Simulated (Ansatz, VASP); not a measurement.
**Ga2O3: VASP beside Ansatz**

File INCAR:

```
SYSTEM = Ga2O3
  PREC = Accurate
  ENCUT = 520
  EDIFF = 1E-7
  ISMEAR = 0
  SIGMA = 0.05
  LREAL = .False.
  LASPH = .True.
  NELM = 80
  ALGO = Normal
  ISIF = 2
  LWAVE = .False.
  LCHARG = .False.
  GGA = PE
  NBANDS = 55
```

KPOINTS

```
Automatic mesh
0
Gamma
  6 6 6
  0 0 0
```

Contents of POSCAR:

```
Ga2O3
1.0
    2.5287245564      1.4599598033      4.5410352127
   -2.5287245564      1.4599598033      4.5410352127
    0.0000000000     -2.9199196066      4.5410352127
Ga O
4 6
Direct
    0.3705496942      0.3705496942      0.3705496942
    0.1294503058      0.1294503058      0.1294503058
    0.6588121864      0.6588121864      0.6588121864
    0.8411878136      0.8411878136      0.8411878136
    0.5566592587      0.9433407413      0.2500000000
    0.2500000000      0.5566592587      0.9433407413
    0.9433407413      0.2500000000      0.5566592587
    0.4503125923      0.0496874077      0.7500000000
    0.7500000000      0.4503125923      0.0496874077
    0.0496874077      0.7500000000      0.4503125923
```

Input for Ansatz:

```yaml
crystal:
  lattice:
    - [2.5287245564, 1.4599598033, 4.5410352127]
    - [-2.5287245564, 1.4599598033, 4.5410352127]
    - [0.0, -2.9199196066, 4.5410352127]
  atoms:
    - { symbol: Ga, position: [0.3705496942, 0.3705496942, 0.3705496942] }
    - { symbol: Ga, position: [0.1294503058, 0.1294503058, 0.1294503058] }
    - { symbol: Ga, position: [0.6588121864, 0.6588121864, 0.6588121864] }
    - { symbol: Ga, position: [0.8411878136, 0.8411878136, 0.8411878136] }
    - { symbol: O, position: [0.5566592587, 0.9433407413, 0.25] }
    - { symbol: O, position: [0.25, 0.5566592587, 0.9433407413] }
    - { symbol: O, position: [0.9433407413, 0.25, 0.5566592587] }
    - { symbol: O, position: [0.4503125923, 0.0496874077, 0.75] }
    - { symbol: O, position: [0.75, 0.4503125923, 0.0496874077] }
    - { symbol: O, position: [0.0496874077, 0.75, 0.4503125923] }
basis:
  ecutwfc: 420
kpoints:
  mp_grid: { grid: [6, 6, 6] }
hamiltonian:
  xc: pbe
scf:
  occupations: { method: gaussian, width: 0.05 }
output:
  forces: true
  stress: true
  eigenvalues: true
```

Change from the starting cell: mode 17 (318.2 1/cm) frozen in, largest displacement -0.200 Å.

Alike in both runs: task single point; functional PBE; k mesh 6 × 6 × 6; occupations gaussian, width 0.05 eV; no spin polarisation.

|  | VASP | Ansatz |
| --- | --- | --- |
| version | VASP 6.6.1 | Ansatz 0.2.0 |
| potentials or method | VASP PAW PBE potentials, release 64 (Ga_d, O), cutoff 520 eV | scalar-relativistic, plane waves, PAW |
| valence electrons in the cell | 88 | 88 |

Ansatz gave:

```
gap on the k mesh at the Fermi level (eV)                     : 1.03
least direct gap on the mesh (eV)                             : 1.06
pressure (GPa)                                                : 5.1
traceless stress, the component that is largest in VASP (GPa) : -4.01
rms of the force components (eV/Å)                            : 1.968
```

Problem. Which values does VASP return?

Solution. gap on the k mesh at the Fermi level (eV): 1.00; least direct gap on the mesh (eV): 1.03; pressure (GPa): 6.0; traceless stress, the component that is largest in VASP (GPa): -4.13; rms of the force components (eV/Å): 1.991.

Atom by atom the forces differ by 0.025 eV/Å (rms over components).
